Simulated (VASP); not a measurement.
A run of VASP 6.6.1:

The input INCAR:

```
SYSTEM = Se
PREC = Accurate
ENCUT = 520
EDIFF = 1E-7
ISMEAR = -1
SIGMA = 0.08
LREAL = .FALSE.
LASPH = .TRUE.
NELM = 100
ALGO = Normal
ISIF = 2
LWAVE = .FALSE.
LCHARG = .FALSE.
GGA = PE
NBANDS = 16
```

The input KPOINTS:

```
Automatic mesh
0
G
  5 5 4
  0 0 0
```

Contents of POSCAR:

```
Se
1.0
    4.3551700000      0.0000000000      0.0000000000
   -2.1775850000      3.7716878578      0.0000000000
    0.0000000000      0.0000000000      4.9494500000
Se
3
Direct
    0.2230357295      0.0025177057      0.1621046783
    0.0001352341      0.2121914724      0.8340304478
    0.7768291878      0.7852911247      0.5038648739
```

Potentials or basis: VASP PAW PBE potentials, release 64 (Se).

Run with:

```console
$ cat potpaw_PBE.64/Se/POTCAR > POTCAR
$ mpirun -np 1 vasp_std > vasp.out
```

Hardware: 1 thread of Intel Xeon 8259CL (shared host).

**Question.** How long does it take, and how much memory?

**Answer.** Run time: 76 s on 1 thread of Intel Xeon 8259CL, on a shared host, peak memory 0.21 GiB. Counts: scf iterations 13, k points 51.
